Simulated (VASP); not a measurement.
Set up this calculation in VASP 6.6.1, as the native input.

```yaml
Task: single point
Functional: PBE
Potentials_or_basis: VASP PAW PBE potentials, release 64 (Mg, Cd, Te)
Cutoff: 520 eV
k_mesh: 6 × 6 × 2
Occupations: gaussian, width 0.02 eV
Spin: no spin polarisation
Dipole_correction: no
Further_INCAR_settings: ALGO = Normal; EDIFF = 1e-07; NBANDS = 41
```

The structure of MgCd3Te4 lies in POSCAR:

```
MgCd3Te4
1.0
    4.6605771203      0.0000000289      0.0000000000
   -2.3302885851      4.0361781680      0.0000000000
    0.0000000000      0.0000000000     15.2376581000
Mg Cd Te
1 3 4
Direct
    0.3333333333      0.6666666667      0.4972790000
    0.3333333333      0.6666666667      0.9989420000
    0.6666666667      0.3333333333      0.2513670000
    0.6666666667      0.3333333333      0.7471570000
    0.3333333333      0.6666666667      0.1873180000
    0.3333333333      0.6666666667      0.6829070000
    0.6666666667      0.3333333333      0.4396660000
    0.6666666667      0.3333333333      0.9353650000
```

The input as run:

INCAR

```
PREC     = Accurate       # precision mode
ENCUT    = 520            # plane-wave cutoff, eV
EDIFF    = 1E-7           # SCF threshold, eV
ISMEAR   = 0              # smearing method
SIGMA    = 0.02           # smearing width, eV
LREAL    = F              # projectors in reciprocal space
LASPH    = T              # aspherical terms in the spheres
NELM     = 60             # most SCF steps
ALGO     = Normal         # electronic algorithm
ISIF     = 2              # what is computed and relaxed
LWAVE    = F              # write WAVECAR
LCHARG   = F              # write CHGCAR
GGA      = PE             # functional
NBANDS   = 41             # bands
```

KPOINTS

```
regular mesh
0
Gamma
  6 6 2
```

Potentials or basis: VASP PAW PBE potentials, release 64 (Mg, Cd, Te).

Launch:

```bash
$ cat potpaw_PBE.64/Mg/POTCAR potpaw_PBE.64/Cd/POTCAR potpaw_PBE.64/Te/POTCAR > POTCAR
$ mpirun -np 1 vasp_std > vasp.out
```

It gave:

```json
{
  "Pressure": "0.1 GPa",
  "Largest force": "0.016 eV/Å",
  "Band gap on the k mesh": "0.90 eV"
}
```

Caveat: spin-orbit coupling is left out, which moves the levels of the heavy elements.

Run time: 2.5 min on 1 thread of Intel(R) Xeon(R) Platinum 8488C (Sapphire Rapids), with other jobs on the host, peak memory 0.47 GiB.
